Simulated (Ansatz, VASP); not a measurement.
## One calculation of BN, two programs

INCAR

```
  PREC = Accurate
  ENCUT = 600
  EDIFF = 1E-6
  ISMEAR = 0
  SIGMA = 0.01
  LREAL = False
  LASPH = True
  NELM = 120
  ALGO = Normal
  ISIF = 2
  LWAVE = False
  LCHARG = False
  GGA = CA
  NBANDS = 11
  GGA_COMPAT = False
```

KPOINTS

```
Automatic mesh
0
Gamma
  10 10 10
```

Contents of POSCAR:

```
BN
1.0
    0.0000000000      1.8076000000      1.8076000000
    1.8076000000      0.0000000000      1.8076000000
    1.8076000000      1.8076000000      0.0000000000
B N
1 1
Direct
    0.0000000000      0.0000000000      0.0000000000
    0.2500000000      0.2500000000      0.2500000000
```

Input for Ansatz:

```yaml
crystal:
  lattice:
    - [0.0, 1.8076, 1.8076]
    - [1.8076, 0.0, 1.8076]
    - [1.8076, 1.8076, 0.0]
  atoms:
    - { symbol: B, position: [0.0, 0.0, 0.0] }
    - { symbol: "N", position: [0.25, 0.25, 0.25] }
scf:
  occupations: { method: fixed }
output:
  forces: true
  stress: true
  eigenvalues: true
hamiltonian:
  xc: lda
basis:
  ecutwfc: 600
kpoints:
  mp_grid: { grid: [10, 10, 10] }
```

Alike in both runs: task single point; functional LDA; k mesh 10 × 10 × 10; no spin polarisation.

|  | VASP | Ansatz |
| --- | --- | --- |
| version | VASP 6.6.1 | Ansatz 0.2.0 |
| potentials or method | VASP PAW LDA potentials, release 64 (B, N), cutoff 600 eV | scalar-relativistic, plane waves, PAW |
| occupations | gaussian, width 0.01 eV | fixed |
| valence electrons in the cell | 8 | 8 |

|  | VASP | Ansatz | Ansatz less VASP |
| --- | --- | --- | --- |
| gap on the k mesh at the Fermi level (eV) | 4.34 | 4.36 | +0.015 |
| least direct gap on the mesh (eV) | 8.68 | 8.69 | +0.011 |
| pressure (GPa) | -10.4 | -11.0 | -0.64 |

LDA's correlation is that of Perdew and Zunger in VASP and of Perdew and Wang (1992) in Ansatz.
